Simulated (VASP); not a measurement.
Set up this calculation in VASP 6.6.1, as the native input.

* Task: single point
* Functional: LDA
* Potentials or basis: VASP PAW LDA potentials, release 64 (Cu)
* Cutoff: 520 eV
* k mesh: 20 × 20 × 20
* Occupations: fermi-dirac, width 0.15 eV
* Spin: no spin polarisation
* Dipole correction: no
* Further INCAR settings: ALGO = Normal; EDIFF = 1e-06; NBANDS = 12

The structure of Cu lies in POSCAR:

```
Cu
1.0
    0.0000000000      1.7591974728      1.7591974728
    1.7591974728      0.0000000000      1.7591974728
    1.7591974728      1.7591974728      0.0000000000
Cu
1
Direct
    0.0000000000      0.0000000000      0.0000000000
```

The input as run:

INCAR

```
  ALGO = Normal
  EDIFF = 1E-6
  ENCUT = 520
  GGA = CA
  ISIF = 2
  ISMEAR = -1
  LASPH = T
  LCHARG = T
  LELF = T
  LREAL = F
  LVHAR = T
  LWAVE = F
  NBANDS = 12
  NELM = 100
  PREC = Accurate
  SIGMA = 0.15
```

KPOINTS

```
k-points
0
Gamma
  20 20 20
```

Potentials or basis: VASP PAW LDA potentials, release 64 (Cu).

Command:

```bash
$ cat potpaw_LDA.64/Cu/POTCAR > POTCAR
$ mpirun -np 1 vasp_std > vasp.out
```

It gave:

* Pressure: 0.9 GPa
* Band gap on the k mesh: zero (an odd number of electrons rules out a gap without spin polarisation)

Wall time 19 s on 1 thread of AMD EPYC 9R45 96-Core Processor (Zen 5), on a shared host, peak memory 0.11 GiB.
